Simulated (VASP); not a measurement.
**LuBeSi4: single point with PBE**

The system is LuBeSi4.

```
Lu Be Si
1.0
     4.83024    0.00000    0.00000
    -2.41512    4.18311    0.00000
     0.00000    0.00000    9.52956
Lu Be Si
1 1 4
Direct
  0.00000 0.00000 0.50000
  0.00000 0.00000 0.00000
  0.00000 0.00000 0.22553
  0.00000 0.00000 0.77447
  0.33333 0.66667 0.50000
  0.66667 0.33333 0.50000
```

```json
{
 "Program": "VASP 6.6.1",
 "Task": "single point",
 "Functional": "PBE",
 "Potentials or basis": "VASP PAW PBE potentials, release 64 (Lu, Be, Si)",
 "Cutoff": "520 eV",
 "k mesh": "6 × 6 × 2",
 "Occupations": "gaussian, width 0.1 eV",
 "Spin": "no spin polarisation",
 "Dipole correction": "no",
 "Further INCAR settings": "ALGO = Normal; EDIFF = 1e-06; NBANDS = 30"
}
```

| Property | Result |
| --- | --- |
| Pressure | 0.1 GPa |
| Largest force | 0.026 eV/Å |

Forces in eV/Å, atoms in the order of the input:
```
Lu   0.000  0.000  0.000
Be   0.000  0.000  0.000
Si   0.000  0.000 -0.026
Si   0.000  0.000  0.026
Si   0.000  0.000  0.000
Si   0.000  0.000  0.000
```

Stress tensor (GPa, compression positive):
```
 0.26  0.00  0.00
 0.00  0.26  0.00
 0.00  0.00 -0.13
```

Levels at points of the mesh, in eV from the Fermi level:
```tsv
k point	band 18	band 19	band 20	band 21	band 22	band 23	band 24	band 25
(0.00, 0.00, 0.00)	-2.76	-2.26	0.18	0.18	0.42	0.42	0.91	1.84
(0.50, 0.00, 0.00)	-2.46	-1.33	-0.97	-0.97	-0.07	0.34	0.75	1.02
(0.00, 0.00, 0.50)	-2.92	-1.74	0.04	0.05	0.05	0.53	0.53	2.55
(0.50, 0.00, 0.50)	-2.39	-1.89	-0.98	-0.40	-0.03	0.03	0.75	0.79
```

Wall time 55 s on 1 thread of Intel(R) Xeon(R) Platinum 8559C (Emerald Rapids), on a shared host, peak memory 0.33 GiB.

Caveat: spin-orbit coupling is left out, which moves the levels of the heavy elements.
